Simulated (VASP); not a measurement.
A run of VASP 6.6.1:

The input INCAR:

```
PREC = Accurate
ENCUT = 520
EDIFF = 1E-6
ISMEAR = -1
SIGMA = 0.1
LREAL = F
LASPH = T
NELM = 150
ALGO = Normal
ISIF = 2
LWAVE = F
LCHARG = F
ISPIN = 2
MAGMOM = 0.3
LORBIT = 11
LMAXMIX = 4
GGA = PE
NBANDS = 14
```

KPOINTS

```
regular mesh
0
Gamma
  15 15 15
```

POSCAR

```
Co
1.0
    0.0000000000      1.8074000000      1.8074000000
    1.8074000000      0.0000000000      1.8074000000
    1.8074000000      1.8074000000      0.0000000000
Co
1
Direct
    0.0000000000      0.0000000000      0.0000000000
```

Potentials or basis: VASP PAW PBE potentials, release 64 (Co).

The run is started by

```console
$ cat potpaw_PBE.64/Co/POTCAR > POTCAR
$ mpirun -np 1 vasp_std > vasp.out
```

Hardware: 1 thread of AMD EPYC 7R43 64-Core Processor (Zen 3), on a shared host.

Q: Estimate the wall time of this run.

A: It took 48 s on 1 thread of AMD EPYC 7R43 64-Core Processor (Zen 3), with other jobs on the host, peak memory 0.12 GiB. Counts: scf iterations 17, k points 120.
